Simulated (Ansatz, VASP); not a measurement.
## Two plane-wave programs on KNbO3

```xyz
5
Lattice="4.0292 0.0000 0.0000 0.0000 4.0292 0.0000 0.0000 0.0000 4.0292" Properties=species:S:1:pos:R:3 pbc="T T T"
K     0.0000    0.0000    0.0000
Nb    2.0146    2.0146    2.0146
O     0.0000    2.0146    2.0146
O     2.0146    0.0000    2.0146
O     2.0146    2.0146    0.0000
```

Alike in both runs: task single point; functional PBE; k mesh 4 × 4 × 4; no spin polarisation.

|  | VASP | Ansatz |
| --- | --- | --- |
| version | VASP 6.6.1 | Ansatz 0.2.0 |
| potentials or method | VASP PAW PBE potentials, release 64 (K_sv, Nb_sv, O), cutoff 600 eV | plane waves, PAW |
| occupations | gaussian, width 0.01 eV | fixed |
| valence electrons in the cell | 40 | 40 |

```csv
,VASP,Ansatz,Ansatz less VASP
gap on the k mesh at the Fermi level (eV),1.49,1.50,+0.016
```
